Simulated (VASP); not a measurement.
# TiAl3 (Pmm2) in VASP: notebook, part 2 of 2

VASP 6.6.1.

### Step 3. Relaxation of cell and atoms, PBEsol, target pressure 2 GPa, at which the enthalpy is minimised

INCAR

```
SYSTEM = TiAl3
  PREC = Accurate
  ENCUT = 600
  EDIFF = 1E-7
  ISMEAR = -1
  SIGMA = 0.05
  LREAL = .FALSE.
  LASPH = .TRUE.
  NELM = 80
  ALGO = Normal
  ISIF = 3
  LWAVE = .FALSE.
  LCHARG = .FALSE.
  GGA = PS
  IBRION = 2
  NSW = 60
  EDIFFG = -0.01
  PSTRESS = 20.0
```

KPOINTS

```
Automatic mesh
0
G
  9 6 6
  0 0 0
```

POSCAR

```
TiAl3
1.0
    2.8396770000      0.0000000000      0.0000000000
    0.0000000000      4.6812640000      0.0000000000
    0.0000000000      0.0000000000      4.9007420000
Ti Al
1 3
Direct
    0.0000000000      0.5000000000      0.1659160000
    0.0000000000      0.0000000000      0.8359000000
    0.5000000000      0.0000000000      0.3309120000
    0.5000000000      0.5000000000      0.6672710000
```

Potentials or basis: VASP PAW PBE potentials, release 64 (Ti_sv, Al).

Run with:

```console
cat potpaw_PBE.64/Ti_sv/POTCAR potpaw_PBE.64/Al/POTCAR > POTCAR
mpirun -np 1 vasp_std > vasp.out
```

OUTCAR:

```text
SYSTEM = TiAl3
   PREC = Accurate
   ENCUT = 600
   EDIFF = 1E-7
   ISMEAR = -1
   LREAL = .FALSE.
   LASPH = .TRUE.
   NELM = 80
   ISIF = 3
   GGA = PS
   IBRION = 2
   NSW = 60
   EDIFFG = -0.01
   PSTRESS = 20.0

 ion  position               nearest neighbor table
   1  0.000  0.500  0.166-   4 2.83   4 2.83   4 2.84   4 2.84   2 2.85   2 2.85   3 2.85   3 2.85
                             3 2.85   3 2.85
   2  0.000  0.000  0.836-   3 2.81   3 2.81   1 2.85   1 2.85   3 2.85   3 2.85   4 2.86   4 2.86
                             4 2.86   4 2.86
   3  0.500  0.000  0.331-   2 2.81   2 2.81   2 2.85   2 2.85   1 2.85   1 2.85   1 2.85   1 2.85
                             4 2.86   4 2.86
   4  0.500  0.500  0.667-   1 2.83   1 2.83   1 2.84   1 2.84   2 2.86   2 2.86   2 2.86   2 2.86
                             3 2.86   3 2.86

  LATTYP: Found a simple orthorhombic cell.
 ALAT       =     2.8396770000
 B/A-ratio  =     1.6485198845
 C/A-ratio  =     1.7258096607

  Lattice vectors:

 A1 = (   2.8396770000,   0.0000000000,   0.0000000000)
 A2 = (   0.0000000000,   4.6812640000,   0.0000000000)
 A3 = (   0.0000000000,   0.0000000000,   4.9007420000)

Analysis of symmetry for initial positions (statically):
=====================================================================
 Subroutine PRICEL returns:
 Original cell was already a primitive cell.
[... 296 lines left out ...]

 number of electron      21.0000000 magnetization

------------------------ aborting loop because EDIFF is reached ----------------------------------------
[... 75 lines left out ...]
--------------------------------------- Ionic step       11  -------------------------------------------

 number of electron      21.0000000 magnetization

 Free energy of the ion-electron system (eV)
  ---------------------------------------------------
  ext. energy  EPLUGINS =         0.00000000
  ---------------------------------------------------
  free energy    TOTEN  =       -21.60112336 eV

  energy without entropy =      -21.58164655  energy(sigma->0) =      -21.59138495

 E-fermi :   8.4046     XC(G=0): -10.8813

 val. band max:        8.4025021162   @ k =   0.1111   0.5000   0.1667
 cond. band min:       8.4083823021   @ k =   0.2222   0.5000   0.3333
 fundamental gap:      0.0058801859
 Fermi energy:         8.4045849791

 k-point     1 :       0.0000    0.0000    0.0000
  band No.  band energies     occupation
      1     -47.7324      2.00000
      2     -24.1742      2.00000
      3     -24.1685      2.00000
      4     -23.7174      2.00000
      5      -1.9504      2.00000
      6       3.1237      2.00000
      7       4.4157      2.00000
      8       4.7531      2.00000
      9       5.6524      2.00000
     10       7.4981      2.00000
     11       7.9394      1.99982
     12      11.0373      0.00000
     13      11.0503      0.00000
     14      11.1146      0.00000
[... 377 lines left out ...]
      1     -47.6733      2.00000
      2     -24.1684      2.00000
      3     -24.1184      2.00000
      4     -24.1134      2.00000
      5       0.3765      2.00000
      6       4.1217      2.00000
      7       6.1452      2.00000
      8       6.1815      2.00000
      9       6.4600      2.00000
     10       7.7456      2.00000
     11       8.1373      1.99051
     12       9.5423      0.00000
     13       9.8110      0.00000
     14      10.9101      0.00000

 [... further k-points ...]
[... 5 lines left out ...]
  --------------------------------------------------------------------------------------
  -------------------------------------------------------------------------------------
  Total        0.7800052      0.7798516      0.7728773      0.0000000      0.0000000      0.0000000
  in kB       20.0084832     20.0045431     19.8256403      0.0000000      0.0000000      0.0000000
  external PRESSURE =      -0.0537778 kB  Pullay stress =      20.0000000 kB
[... 23 lines left out ...]
  energy  without entropy=      -21.5816465500  energy(sigma->0) =      -21.59138495

  enthalpy is  TOTEN    =       -20.8214488794 eV   P V=        0.7796744774

 reached required accuracy - stopping structural energy minimisation
```

Wall time 8.4 min (1 thread of Intel Xeon Platinum 8259CL at 2.50GHz (Skylake/Cascade Lake), shared host); peak memory 0.26 GiB.

Results:

```yaml
Free_energy: -21.6011 eV
Relaxed_volume: 15.61 Å³/atom
Relaxed_cell: a = 2.748 Å, b = 4.658 Å, c = 4.880 Å, α = 90.00°, β = 90.00°, γ = 90.00°
Space_group_after_relaxing_to_0.05_Å: Pmm2 (No. 25)
Energy_change_on_relaxing_the_enthalpy_is_what_falls: -4.4 meV/atom
Ionic_steps: 11
Pressure_after_relaxing: 2.0 GPa
```

Forces on the atoms (eV/Å):
```
Ti   0.000  0.000 -0.001
Al   0.000  0.000 -0.003
Al   0.000  0.000  0.003
Al   0.000  0.000  0.002
```

The path:
```
step  energy change (eV)  largest force (eV/Å)  pressure (GPa)  volume (Å³)
   1              0.0000                0.0477           -2.34        65.15
   2              0.0151                0.0918            4.66        61.07
   3             -0.0093                0.0662            2.32        62.29
   4             -0.0141                0.0663            2.16        62.38
   5             -0.0157                0.0684            2.05        62.44
   6             -0.0171                0.0511            1.94        62.50
   7             -0.0198                0.0250            1.63        62.67
   8             -0.0183                0.0163            1.89        62.52
   9             -0.0178                0.0182            1.96        62.48
  10             -0.0177                0.0108            1.98        62.47
  11             -0.0176                0.0030            1.99        62.46
```

Final structure:
```xyz
4
Lattice="2.7479 0.0000 0.0000 0.0000 4.6577 0.0000 0.0000 0.0000 4.8800" Properties=species:S:1:pos:R:3 pbc="T T T"
Ti    0.0000    2.3289    0.7937
Al    0.0000    0.0000    4.1015
Al    1.3740    0.0000    1.6309
Al    1.3740    2.3289    3.2337
```

Levels at points of the mesh, in eV from the Fermi level:
| k point | band 7 | band 8 | band 9 | band 10 | band 11 | band 12 | band 13 | band 14 |
| --- | --- | --- | --- | --- | --- | --- | --- | --- |
| (0.00, 0.00, 0.00) | -3.99 | -3.65 | -2.75 | -0.91 | -0.47 | 2.63 | 2.65 | 2.71 |
| (0.00, 0.50, 0.00) | -3.68 | -3.31 | -2.09 | -1.61 | -0.22 | 2.58 | 2.64 | 2.73 |
| (0.00, 0.00, 0.50) | -3.58 | -2.38 | -2.23 | -1.17 | -0.37 | 2.32 | 2.55 | 2.72 |
| (0.00, 0.50, 0.50) | -7.21 | -4.91 | -0.25 | -0.10 | 0.70 | 2.57 | 2.60 | 3.55 |

Caveat: the cell is relaxed towards a set pressure, so the enthalpy falls and the energy may rise; the PAW data sets were made with another functional, which shifts forces and pressure a little.
